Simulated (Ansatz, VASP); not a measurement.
# BN: VASP beside Ansatz

File INCAR:

```
SYSTEM = BN
ALGO = Normal ; EDIFF = 1E-6
ENCUT = 520 ; GGA = PE
ISIF = 2 ; ISMEAR = 0
IVDW = 12 ; LASPH = .True.
LCHARG = .False. ; LREAL = .False.
LWAVE = .False. ; NBANDS = 16
NELM = 100 ; PREC = Accurate
SIGMA = 0.05
```

KPOINTS

```
k-points
0
Gamma
  12 12 4
  0 0 0
```

POSCAR

```
BN
1.0
    2.5099983704      0.0000000000      0.0000000000
   -1.2549991852      2.1737223522      0.0000000000
    0.0000000000      0.0000000000      6.6900000000
B N
2 2
Direct
    0.0000000000      0.0000000000      0.5000000000
    0.3333333333      0.6666666667      0.0000000000
    0.0000000000      0.0000000000      0.0000000000
    0.6728300387      0.4253414041      0.5000000000
```

Input for Ansatz:

```yaml
crystal:
  lattice:
    - [2.5099983704, 0.0, 0.0]
    - [-1.2549991852, 2.1737223522, 0.0]
    - [0.0, 0.0, 6.69]
  atoms:
    - { symbol: B, position: [0.0, 0.0, 0.5] }
    - { symbol: B, position: [0.3333333333, 0.6666666667, 0.0] }
    - { symbol: "N", position: [0.0, 0.0, 0.0] }
    - { symbol: "N", position: [0.6728300387, 0.4253414041, 0.5] }
basis:
  ecutwfc: 420
kpoints:
  mp_grid: { grid: [12, 12, 4] }
hamiltonian:
  xc: pbe
  dispersion: d3bj
scf:
  occupations: { method: gaussian, width: 0.05 }
output:
  forces: true
  stress: true
  eigenvalues: true
```

Alike in both runs: task single point; functional PBE; dispersion D3(BJ); k mesh 12 × 12 × 4; occupations gaussian, width 0.05 eV; no spin polarisation.

|  | VASP | Ansatz |
| --- | --- | --- |
| version | VASP 6.6.1 | Ansatz 0.2.0 |
| potentials or method | VASP PAW PBE potentials, release 64 (B, N), cutoff 520 eV | scalar-relativistic, plane waves, PAW |
| valence electrons in the cell | 16 | 16 |

```tsv
	VASP	Ansatz	Ansatz less VASP
gap on the k mesh at the Fermi level (eV)	2.63	2.64	+0.008
least direct gap on the mesh (eV)	4.10	4.10	+0.002
pressure (GPa)	8.8	8.8	+0.01
traceless stress, the component that is largest in VASP (GPa)	20.83	20.74	-0.091
rms of the force components (eV/Å)	4.378	4.378	+0.0005
```

Atom by atom the forces differ by 0.003 eV/Å (rms over components).
